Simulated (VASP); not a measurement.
# Hf3SnS4 in VASP: further runs, part 2 of 3

VASP 6.6.1. Earlier steps stand in the parts before.

## Step 3: Single point, PBE

This run uses another cell than the first one, of 19.35 Å³/atom.

Input file INCAR:

```
SYSTEM = Hf3SnS4
PREC = Accurate
ENCUT = 500
EDIFF = 1E-6
ISMEAR = 0
SIGMA = 0.15
LREAL = .False.
LASPH = .True.
NELM = 120
ALGO = Normal
ISIF = 2
LWAVE = .False.
LCHARG = .True.
GGA = PE
LELF = .True.
LVHAR = .True.
NBANDS = 44
GGA_COMPAT = .False.
```

Input file KPOINTS:

```
Automatic mesh
0
Gamma
  2 2 2
  0 0 0
```

Input file POSCAR:

```
Hf3SnS4
1.0
    5.3693749687      0.0000000000      0.0000000000
    0.0000000000      5.3693749687      0.0000000000
    0.0000000000      0.0000000000      5.3693749687
Hf Sn S
3 1 4
Direct
    0.0000000000      0.5000000000      0.5000000000
    0.5000000000      0.0000000000      0.5000000000
    0.5000000000      0.5000000000      0.0000000000
    0.0000000000      0.0000000000      0.0000000000
    0.5000000000      0.5000000000      0.5000000000
    0.5000000000      0.0000000000      0.0000000000
    0.0000000000      0.5000000000      0.0000000000
    0.0000000000      0.0000000000      0.5000000000
```

Potentials or basis: VASP PAW PBE potentials, release 64 (Hf_pv, Sn_d, S).

Command:

```bash
> cat potpaw_PBE.64/Hf_pv/POTCAR potpaw_PBE.64/Sn_d/POTCAR potpaw_PBE.64/S/POTCAR > POTCAR
> mpirun -np 1 vasp_std > vasp.out
```

OUTCAR:

```text
SYSTEM = Hf3SnS4
   PREC = Accurate
   ENCUT = 500
   EDIFF = 1E-6
   ISMEAR = 0
   LREAL = .False.
   LASPH = .True.
   NELM = 120
   ISIF = 2
   GGA = PE

 ion  position               nearest neighbor table
   1  0.000  0.500  0.500-   5 2.68   7 2.68   8 2.68   7 2.68   8 2.68   5 2.68   3 3.80   4 3.80
                             2 3.80   2 3.80   4 3.80   3 3.80   4 3.80   2 3.80   3 3.80   4 3.80
   2  0.500  0.000  0.500-   5 2.68   6 2.68   8 2.68   6 2.68   5 2.68   8 2.68   3 3.80   4 3.80
                             1 3.80   1 3.80   3 3.80   3 3.80   3 3.80   1 3.80   4 3.80   4 3.80
   3  0.500  0.500  0.000-   5 2.68   6 2.68   7 2.68   5 2.68   6 2.68   7 2.68   1 3.80   2 3.80
                             1 3.80   2 3.80   4 3.80   2 3.80   2 3.80   1 3.80   4 3.80   4 3.80
   4  0.000  0.000  0.000-   6 2.68   7 2.68   8 2.68   8 2.68   7 2.68   6 2.68   1 3.80   2 3.80
                             1 3.80   1 3.80   3 3.80   2 3.80   1 3.80   2 3.80   3 3.80   3 3.80
   5  0.500  0.500  0.500-   1 2.68   2 2.68   3 2.68   3 2.68   2 2.68   1 2.68
   6  0.500  0.000  0.000-   2 2.68   3 2.68   4 2.68   2 2.68   3 2.68   4 2.68
   7  0.000  0.500  0.000-   1 2.68   3 2.68   4 2.68   1 2.68   4 2.68   3 2.68
   8  0.000  0.000  0.500-   1 2.68   2 2.68   4 2.68   4 2.68   1 2.68   2 2.68

  LATTYP: Found a simple cubic cell.
 ALAT       =     5.3693749687

  Lattice vectors:

 A1 = (   5.3693749687,   0.0000000000,   0.0000000000)
 A2 = (   0.0000000000,   5.3693749687,   0.0000000000)
 A3 = (   0.0000000000,   0.0000000000,   5.3693749687)

Analysis of symmetry for initial positions (statically):
=====================================================================
 Subroutine PRICEL returns:
 Original cell was already a primitive cell.

 Routine SETGRP: Setting up the symmetry group for a
 simple cubic supercell.

 Subroutine GETGRP returns: Found 48 space group operations
 (whereof 48 operations were pure point group operations)
 out of a pool of 48 trial point group operations.

The static configuration has the point symmetry O_h .

Analysis of symmetry for dynamics (positions and initial velocities):
=====================================================================
 Subroutine PRICEL returns:
 Original cell was already a primitive cell.

 Routine SETGRP: Setting up the symmetry group for a
 simple cubic supercell.

 Subroutine GETGRP returns: Found 48 space group operations
 (whereof 48 operations were pure point group operations)
 out of a pool of 48 trial point group operations.

The dynamic configuration has the point symmetry O_h .

 Subroutine INISYM returns: Found 48 space group operations
 (whereof 48 operations are pure point group operations),
 and found     1 'primitive' translations

----------------------------------------------------------------------------------------

                                     Primitive cell

  volume of cell :     154.8001

  direct lattice vectors                    reciprocal lattice vectors
     5.369374969  0.000000000  0.000000000     0.186241417  0.000000000  0.000000000
     0.000000000  5.369374969  0.000000000     0.000000000  0.186241417  0.000000000
     0.000000000  0.000000000  5.369374969     0.000000000  0.000000000  0.186241417

  length of vectors
     5.369374969  5.369374969  5.369374969     0.186241417  0.186241417  0.186241417

[... 52 lines left out ...]
  0.500000  0.500000  0.500000      1.000000
   k-points           NKPTS =      4   k-points in BZ     NKDIM =      4   number of bands    NBANDS=     44
   number of dos      NEDOS =    301   number of ions     NIONS =      8
   total plane-waves  NPLWV =  64000
   dimension x,y,z NGX =    40 NGY =   40 NGZ =   40
   dimension x,y,z NGXF=    80 NGYF=   80 NGZF=   80
   ions per type =               3   1   4
   NGX,Y,Z   is equivalent  to a cutoff of  12.38, 12.38, 12.38 a.u.
   NGXF,Y,Z  is equivalent  to a cutoff of  24.77, 24.77, 24.77 a.u.
 SYSTEM =  Hf3SnS4
   PREC   = accura    normal or accurate (medium, high low for compatibility)
   ISTART =      0    job   : 0-new  1-cont  2-samecut
   ICHARG =      2    charge: 1-file 2-atom 10-const
   ISPIN  =      1    spin polarized calculation?
   LNONCOLLINEAR =      F non collinear calculations
   LSORBIT =      F    spin-orbit coupling
   LASPH  =      T    aspherical Exc in radial PAW
   ENCUT  =  500.0 eV  36.75 Ry    6.06 a.u.   9.79  9.79  9.79*2*pi/ulx,y,z
   NELM   =    120;   NELMIN=  2; NELMDL= -5     # of ELM steps
   EDIFF  = 0.1E-05   stopping-criterion for ELM
   LREAL  =      F    real-space projection
   EDIFFG = 0.1E-04   stopping-criterion for IOM
   NSW    =      0    number of steps for IOM
   IBRION =     -1    ionic relax: 0-MD 1-quasi-New 2-CG
   NFREE  =      0    steps in history (QN), initial steepest desc. (CG)
   ISIF   =      2    stress and relaxation
   ISYM   =      2    0-nonsym 1-usesym 2-fastsym
   POTIM  = 0.5000    time-step for ionic-motion
   TEBEG  =    0.0;   TEEND  =   0.0 temperature during run
   PSTRESS=    0.0 pullay stress
   NELECT =      68.0000    total number of electrons
   NUPDOWN=      -1.0000    fix difference up-down
   EMIN   =  10.00;   EMAX   =-10.00  energy-range for DOS
   EFERMI =   0.00;   METHOD = LEGACY
   ISMEAR =     0;   SIGMA  =   0.15  broadening in eV -4-tet -1-fermi 0-gaus
   EFERMI_NEDOS =   21; number of points for ismear=-14 and -15
   IALGO  =     38    algorithm
   IMIX   =      4    mixing-type and parameters
     AMIX     =   0.40;   BMIX     =  1.00
     AMIX_MAG =   1.60;   BMIX_MAG =  1.00
  volume/ion in A,a.u.               =      19.35       130.58
  Fermi-wavevector in a.u.,A,eV,Ry     =   1.244479  2.351723 21.071707  1.548727
  Thomas-Fermi vector in A             =   2.378743
   LORBIT       =      0    0 simple, 1 ext, 2 COOP (PROOUT), +10 PAW based schemes
   GGA     = PE    functional components
   LHFCALC =     F    Hartree Fock is set to
   AEXX    =    0.0000 exact exchange contribution
   IVDW    =     0    specifies the selected vdW correction
   LEPSILON=     F    determine dielectric tensor
   LRPA    =     F    only Hartree local field effects (RPA)
 non-spin polarized calculation
 Gauss-broadening in eV      SIGMA  =   0.15
  energy-cutoff  :      500.00
  volume of cell :      154.80
 maximum number of plane-waves:      3948
 NGX is ok and might be reduce to    40
   NGX = 19   NGY = 19   NGZ = 19

 number of electron      68.0000009 magnetization

 Free energy of the ion-electron system (eV)
  ---------------------------------------------------
  ext. energy  EPLUGINS =         0.00000000
  ---------------------------------------------------
  free energy    TOTEN  =       -53.69309105 eV

  energy without entropy =      -53.62109842  energy(sigma->0) =      -53.65709473

 E-fermi :   8.2945     XC(G=0): -10.9858

 val. band max:        8.2439267792   @ k =   0.5000   0.0000   0.0000
 cond. band min:       8.4336942772   @ k =   0.0000   0.0000   0.0000
 fundamental gap:      0.1897674981
 Fermi energy:         8.2945426627

 k-point     1 :       0.0000    0.0000    0.0000
  band No.  band energies     occupation
      1     -24.1864      2.00000
      2     -24.1864      2.00000
      3     -24.1864      2.00000
      4     -24.0786      2.00000
      5     -24.0786      2.00000
      6     -24.0786      2.00000
[... 177 lines left out ...]
     43       9.9879      0.00000
     44      11.2501      0.00000

------------------------ aborting loop because EDIFF is reached ----------------------------------------

  FORCE on cell =-STRESS in cart. coord.  units (eV):
  Direction    XX          YY          ZZ          XY          YZ          ZX
  --------------------------------------------------------------------------------------
  -------------------------------------------------------------------------------------
  Total       -0.6553888     -0.6553888     -0.6553888     -0.0000000     -0.0000000      0.0000000
  in kB       -6.7832586     -6.7832586     -6.7832586     -0.0000000     -0.0000000      0.0000000
  external PRESSURE =      -6.7832586 kB  Pullay stress =       0.0000000 kB

 VOLUME and BASIS-vectors are now :
 -----------------------------------------------------------------------------
  energy-cutoff  :      500.00
  volume of cell :      154.80
      direct lattice vectors                 reciprocal lattice vectors
     5.369374969  0.000000000  0.000000000     0.186241417  0.000000000  0.000000000
     0.000000000  5.369374969  0.000000000     0.000000000  0.186241417  0.000000000
     0.000000000  0.000000000  5.369374969     0.000000000  0.000000000  0.186241417

 POSITION                                       TOTAL-FORCE (eV/Angst)
 -----------------------------------------------------------------------------------
      0.00000      2.68469      2.68469         0.000000      0.000000      0.000000
      2.68469      0.00000      2.68469         0.000000      0.000000      0.000000
      2.68469      2.68469      0.00000         0.000000      0.000000      0.000000
      0.00000      0.00000      0.00000         0.000000      0.000000      0.000000
      2.68469      2.68469      2.68469         0.000000      0.000000      0.000000
      2.68469      0.00000      0.00000         0.000000      0.000000      0.000000
      0.00000      2.68469      0.00000         0.000000      0.000000      0.000000
      0.00000      0.00000      2.68469         0.000000      0.000000      0.000000
 -----------------------------------------------------------------------------------
    total drift:                                0.000000      0.000000     -0.000000

  FREE ENERGIE OF THE ION-ELECTRON SYSTEM (eV)
  ---------------------------------------------------
  free  energy   TOTEN  =       -53.6930910472 eV

  energy  without entropy=      -53.6210984209  energy(sigma->0) =      -53.65709473
```

Wall time 80 s (1 thread of Intel Xeon 8259CL, shared host); peak memory 0.25 GiB.

Results:

```
Free energy            : -53.6931 eV
Pressure               : -0.7 GPa
Band gap on the k mesh : zero (bands 34 and 35 overlap by 0.84 eV)
```

Levels at points of the mesh, in eV from the Fermi level:
```tsv
k point	band 32	band 33	band 34	band 35	band 36	band 37	band 38	band 39
(0.00, 0.00, 0.00)	-2.90	-2.90	-2.90	-0.46	-0.46	-0.46	-0.35	-0.35
(0.50, 0.00, 0.00)	-1.69	-1.13	-0.16	-0.05	-0.05	0.38	0.38	0.45
(0.50, 0.50, 0.00)	0.35	0.39	0.39	0.46	0.46	0.46	0.48	0.66
(0.50, 0.50, 0.50)	-0.31	-0.31	-0.31	1.34	1.43	1.43	1.43	1.43
```

Caveat: the k points lie up to 0.59 Å⁻¹ apart, too coarse for converged energies and pressures of a metal; spin-orbit coupling is left out, which moves the levels of the heavy elements.

[end of part 2 of 3]

The gap in the log of VASP goes by the Fermi energy; the results here count the filled bands.